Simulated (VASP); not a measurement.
# WS2 (P1) in VASP: single point with PBEsol

Aim: the single point of WS2 with PBEsol.

All numbers are computed with VASP 6.6.1; they aren't measurements. Logs are shortened: lines on timing, memory, paths and dates and some standing lists are left out, and cuts for length are marked.

## Step 1: The cell of the first run

The typed cell holds 6 atoms: a = 3.180 Å, b = 3.180 Å, c = 12.500 Å, α = 90.00°, β = 90.00°, γ = 120.00°.

## Step 2: Single point, PBEsol (atom 3 (S) moved +0.075 Å towards its neighbour atom 3 (S) at 3.180 Å)

INCAR reads:

```
SYSTEM = WS2
  PREC = Accurate
  ENCUT = 520
  EDIFF = 1E-6
  ISMEAR = 0
  SIGMA = 0.05
  LREAL = .False.
  LASPH = .True.
  NELM = 80
  ALGO = Normal
  ISIF = 2
  LWAVE = .False.
  LCHARG = .True.
  GGA = PS
  LELF = .True.
  LVHAR = .True.
  NBANDS = 35
```

KPOINTS reads:

```
regular mesh
0
Gamma
  12 12 4
  0 0 0
```

POSCAR reads:

```
WS2
1.0
    3.1799996605      0.0000000000      0.0000000000
   -1.5899998303      2.7539604900      0.0000000000
    0.0000000000      0.0000000000     12.5000000000
W S
2 4
Direct
    0.3333333333      0.6666666667      0.2500000000
    0.6666666667      0.3333333333      0.7500000000
    0.3097484252      0.6430817585      0.6200000000
    0.6666666667      0.3333333333      0.1200000000
    0.3333333333      0.6666666667      0.8800000000
    0.6666666667      0.3333333333      0.3800000000
```

Potentials or basis: VASP PAW PBE potentials, release 64 (W_sv, S).

On the command line:

```
cat potpaw_PBE.64/W_sv/POTCAR potpaw_PBE.64/S/POTCAR > POTCAR
mpirun -np 1 vasp_std > vasp.out
```

OUTCAR:

```text
SYSTEM = WS2
   PREC = Accurate
   ENCUT = 520
   EDIFF = 1E-6
   ISMEAR = 0
   LREAL = .False.
   LASPH = .True.
   NELM = 80
   ISIF = 2
   GGA = PS

 ion  position               nearest neighbor table
   1  0.333  0.667  0.250-   4 2.45   6 2.45   4 2.45   6 2.45   4 2.45   6 2.45
   2  0.667  0.333  0.750-   3 2.40   5 2.45   5 2.45   5 2.45   3 2.45   3 2.50
   3  0.310  0.643  0.620-   2 2.40   2 2.45   2 2.50
   4  0.667  0.333  0.120-   1 2.45   1 2.45   1 2.45
   5  0.333  0.667  0.880-   2 2.45   2 2.45   2 2.45
   6  0.667  0.333  0.380-   1 2.45   1 2.45   1 2.45

  LATTYP: Found a hexagonal cell.
 ALAT       =     3.1799996605
 C/A-ratio  =     3.9308180297

  Lattice vectors:

 A1 = (   3.1799996605,   0.0000000000,   0.0000000000)
 A2 = (  -1.5899998303,   2.7539604900,   0.0000000000)
 A3 = (   0.0000000000,   0.0000000000,  12.5000000000)

Analysis of symmetry for initial positions (statically):
=====================================================================
 Subroutine PRICEL returns:
 Original cell was already a primitive cell.

 Routine SETGRP: Setting up the symmetry group for a
 hexagonal supercell.

 Subroutine GETGRP returns: Found  1 space group operations
 (whereof  1 operations were pure point group operations)
 out of a pool of 24 trial point group operations.

The static configuration has the point symmetry C_1 .

Analysis of symmetry for dynamics (positions and initial velocities):
=====================================================================
 Subroutine PRICEL returns:
 Original cell was already a primitive cell.

 Routine SETGRP: Setting up the symmetry group for a
 hexagonal supercell.

 Subroutine GETGRP returns: Found  1 space group operations
 (whereof  1 operations were pure point group operations)
 out of a pool of 24 trial point group operations.

The dynamic configuration has the point symmetry C_1 .

 Subroutine INISYM returns: Found  1 space group operations
 (whereof  1 operations are pure point group operations),
 and found     1 'primitive' translations

----------------------------------------------------------------------------------------

                                     Primitive cell

  volume of cell :     109.4699

  direct lattice vectors                    reciprocal lattice vectors
     3.179999661  0.000000000  0.000000000     0.314465442  0.181556708  0.000000000
    -1.589999830  2.753960490  0.000000000     0.000000000  0.363113416  0.000000000
     0.000000000  0.000000000 12.500000000     0.000000000  0.000000000  0.080000000

  length of vectors
     3.179999661  3.179999661 12.500000000     0.363113416  0.363113416  0.080000000

  position of ions in fractional coordinates (direct lattice)
     0.333333333  0.666666667  0.250000000
     0.666666667  0.333333333  0.750000000
     0.309748425  0.643081759  0.620000000
     0.666666667  0.333333333  0.120000000
     0.333333333  0.666666667  0.880000000
     0.666666667  0.333333333  0.380000000

  ion indices of the primitive-cell ions
   primitive index   ion index
                 1           1
                 2           2
                 3           3
                 4           4
                 5           5
                 6           6

----------------------------------------------------------------------------------------

 KPOINTS: regular mesh

Automatic generation of k-mesh.
 Grid dimensions read from file:
 generate k-points for:   12   12    4

 Generating k-lattice:

  Cartesian coordinates                     Fractional coordinates (reciprocal lattice)
     0.026205454  0.015129726  0.000000000     0.083333333  0.000000000  0.000000000
     0.000000000  0.030259451  0.000000000     0.000000000  0.083333333  0.000000000
     0.000000000  0.000000000  0.020000000     0.000000000  0.000000000  0.250000000

  Length of vectors
     0.030259451  0.030259451  0.020000000

  Shift w.r.t. Gamma in fractional coordinates (k-lattice)
     0.000000000  0.000000000  0.000000000

 Subroutine IBZKPT returns following result:
 ===========================================

 Found    292 irreducible k-points:

 Following reciprocal coordinates:
            Coordinates               Weight
  0.000000  0.000000  0.000000      1.000000
  0.083333 -0.000000  0.000000      2.000000
  0.000000  0.083333  0.000000      2.000000
 -0.083333  0.083333  0.000000      2.000000
  0.166667 -0.000000  0.000000      2.000000
  0.000000  0.166667  0.000000      2.000000
[... 16 lines left out ...]
  0.166667  0.083333  0.000000      2.000000
 -0.083333  0.250000  0.000000      2.000000
 [... further k-points ...]
   k-points           NKPTS =    292   k-points in BZ     NKDIM =    292   number of bands    NBANDS=     35
   number of dos      NEDOS =    301   number of ions     NIONS =      6
   total plane-waves  NPLWV =  55296
   dimension x,y,z NGX =    24 NGY =   24 NGZ =   96
   dimension x,y,z NGXF=    48 NGYF=   48 NGZF=  192
   ions per type =               2   4
   NGX,Y,Z   is equivalent  to a cutoff of  12.55, 12.55, 12.77 a.u.
   NGXF,Y,Z  is equivalent  to a cutoff of  25.09, 25.09, 25.54 a.u.
 SYSTEM =  WS2
   PREC   = accura    normal or accurate (medium, high low for compatibility)
   ISTART =      0    job   : 0-new  1-cont  2-samecut
   ICHARG =      2    charge: 1-file 2-atom 10-const
   ISPIN  =      1    spin polarized calculation?
   LNONCOLLINEAR =      F non collinear calculations
   LSORBIT =      F    spin-orbit coupling
   LASPH  =      T    aspherical Exc in radial PAW
   ENCUT  =  520.0 eV  38.22 Ry    6.18 a.u.   5.91  5.91 23.24*2*pi/ulx,y,z
   NELM   =     80;   NELMIN=  2; NELMDL= -5     # of ELM steps
   EDIFF  = 0.1E-05   stopping-criterion for ELM
   LREAL  =      F    real-space projection
   EDIFFG = 0.1E-04   stopping-criterion for IOM
   NSW    =      0    number of steps for IOM
   IBRION =     -1    ionic relax: 0-MD 1-quasi-New 2-CG
   NFREE  =      0    steps in history (QN), initial steepest desc. (CG)
   ISIF   =      2    stress and relaxation
   ISYM   =      2    0-nonsym 1-usesym 2-fastsym
   POTIM  = 0.5000    time-step for ionic-motion
   TEBEG  =    0.0;   TEEND  =   0.0 temperature during run
   PSTRESS=    0.0 pullay stress
   NELECT =      52.0000    total number of electrons
   NUPDOWN=      -1.0000    fix difference up-down
   EMIN   =  10.00;   EMAX   =-10.00  energy-range for DOS
   EFERMI =   0.00;   METHOD = LEGACY
   ISMEAR =     0;   SIGMA  =   0.05  broadening in eV -4-tet -1-fermi 0-gaus
   EFERMI_NEDOS =   21; number of points for ismear=-14 and -15
   IALGO  =     38    algorithm
   IMIX   =      4    mixing-type and parameters
     AMIX     =   0.40;   BMIX     =  1.00
     AMIX_MAG =   1.60;   BMIX_MAG =  1.00
  volume/ion in A,a.u.               =      18.24       123.12
  Fermi-wavevector in a.u.,A,eV,Ry     =   1.277353  2.413848 22.199692  1.631631
  Thomas-Fermi vector in A             =   2.409958
   LORBIT       =      0    0 simple, 1 ext, 2 COOP (PROOUT), +10 PAW based schemes
   GGA     = PS    functional components
   LHFCALC =     F    Hartree Fock is set to
   AEXX    =    0.0000 exact exchange contribution
   IVDW    =     0    specifies the selected vdW correction
   LEPSILON=     F    determine dielectric tensor
   LRPA    =     F    only Hartree local field effects (RPA)
 non-spin polarized calculation
 Gauss-broadening in eV      SIGMA  =   0.05
  energy-cutoff  :      520.00
  volume of cell :      109.47
 maximum number of plane-waves:      2976
   NGX = 11   NGY = 11   NGZ = 47

 number of electron      52.0000006 magnetization

 Free energy of the ion-electron system (eV)
  ---------------------------------------------------
  ext. energy  EPLUGINS =         0.00000000
  ---------------------------------------------------
  free energy    TOTEN  =       -50.32452154 eV

  energy without entropy =      -50.32452154  energy(sigma->0) =      -50.32452154

 E-fermi :   7.2205     XC(G=0): -11.0260

 val. band max:        6.8625104370   @ k =   0.0000   0.0000   0.0000
 cond. band min:       7.8117043016   @ k =  -0.1667   0.3333   0.0000
 fundamental gap:      0.9491938645
 Fermi energy:         7.2204577697

 k-point     1 :       0.0000    0.0000    0.0000
  band No.  band energies     occupation
      1     -67.6171      2.00000
      2     -67.6159      2.00000
      3     -31.8382      2.00000
      4     -31.8376      2.00000
      5     -31.6677      2.00000
      6     -31.6661      2.00000
[... 27 lines left out ...]
     34       9.4739      0.00000
     35      11.6036      0.00000

 k-point     2 :       0.0833   -0.0000    0.0000
  band No.  band energies     occupation
      1     -67.6160      2.00000
      2     -67.6148      2.00000
      3     -31.8342      2.00000
      4     -31.8337      2.00000
      5     -31.6899      2.00000
      6     -31.6885      2.00000
[... 27 lines left out ...]
     34       9.4784      0.00000
     35      12.1202      0.00000

 k-point     3 :       0.0000    0.0833    0.0000
  band No.  band energies     occupation
      1     -67.6160      2.00000
      2     -67.6148      2.00000
      3     -31.8343      2.00000
      4     -31.8337      2.00000
      5     -31.6884      2.00000
      6     -31.6860      2.00000
[... 27 lines left out ...]
     34       9.6372      0.00000
     35      12.1290      0.00000
[... 723 lines left out ...]
 k-point    23 :       0.1667    0.0833    0.0000
  band No.  band energies     occupation
      1     -67.6103      2.00000
      2     -67.6091      2.00000
      3     -31.8143      2.00000
      4     -31.8137      2.00000
      5     -31.7974      2.00000
      6     -31.7970      2.00000
[... 27 lines left out ...]
     34      10.4684      0.00000
     35      13.5910      0.00000

 k-point    24 :      -0.0833    0.2500    0.0000
  band No.  band energies     occupation
      1     -67.6103      2.00000
      2     -67.6092      2.00000
      3     -31.8147      2.00000
      4     -31.8137      2.00000
      5     -31.7969      2.00000
      6     -31.7931      2.00000
[... 27 lines left out ...]
     34      10.4975      0.00000
     35      13.5880      0.00000

 [... further k-points ...]
[... 5 lines left out ...]
  --------------------------------------------------------------------------------------
  -------------------------------------------------------------------------------------
  Total       -4.6510487     -4.9324426     -7.7760959      0.0813625     -0.8265126     -0.5436730
  in kB      -68.0717125    -72.1901312   -113.8092071      1.1908037    -12.0966545     -7.9570763
  external PRESSURE =     -84.6903503 kB  Pullay stress =       0.0000000 kB

 VOLUME and BASIS-vectors are now :
 -----------------------------------------------------------------------------
  energy-cutoff  :      520.00
  volume of cell :      109.47
      direct lattice vectors                 reciprocal lattice vectors
     3.179999661  0.000000000  0.000000000     0.314465442  0.181556708  0.000000000
    -1.589999830  2.753960490  0.000000000     0.000000000  0.363113416  0.000000000
     0.000000000  0.000000000 12.500000000     0.000000000  0.000000000  0.080000000

 POSITION                                       TOTAL-FORCE (eV/Angst)
 -----------------------------------------------------------------------------------
     -0.00000      1.83597      3.12500        -0.001885     -0.002960      0.000176
      1.59000      0.91799      9.37500        -0.355869     -0.571944      0.056255
     -0.03750      1.77102      7.75000         0.353263      0.553253      1.225587
      1.59000      0.91799      1.50000         0.000760      0.001198      1.284846
     -0.00000      1.83597     11.00000         0.005822      0.023829     -1.281792
      1.59000      0.91799      4.75000        -0.002091     -0.003376     -1.285072
 -----------------------------------------------------------------------------------
    total drift:                                0.000025      0.000045     -0.000002

  FREE ENERGIE OF THE ION-ELECTRON SYSTEM (eV)
  ---------------------------------------------------
  free  energy   TOTEN  =       -50.3245215365 eV

  energy  without entropy=      -50.3245215365  energy(sigma->0) =      -50.32452154
```

It took 10 min on 1 thread of Intel Xeon 6975P-C (Granite Rapids), shared host; peak memory 0.87 GiB.

What came out:

| Quantity | Value |
| --- | --- |
| Free energy | -50.3245 eV |
| Pressure | -8.5 GPa |
| Largest force | 1.390 eV/Å |
| Band gap on the k mesh | 0.95 eV (least direct gap 1.85 eV) |

Forces in eV/Å, atoms in the order of the input:
```
W   -0.002 -0.003  0.000
W   -0.356 -0.572  0.056
S    0.353  0.553  1.226
S    0.001  0.001  1.285
S    0.006  0.024 -1.282
S   -0.002 -0.003 -1.285
```

Stress tensor (GPa, compression positive):
```
 -6.81   0.12  -0.80
  0.12  -7.22  -1.21
 -0.80  -1.21 -11.38
```

Caveat: the cell differs from its parent crystal (atom 3 (S) moved +0.075 Å towards its neighbour atom 3 (S) at 3.180 Å); the cell stands under tension; the PAW data sets were made with another functional, which shifts forces and pressure a little; spin-orbit coupling is left out, which moves the levels of the heavy elements.
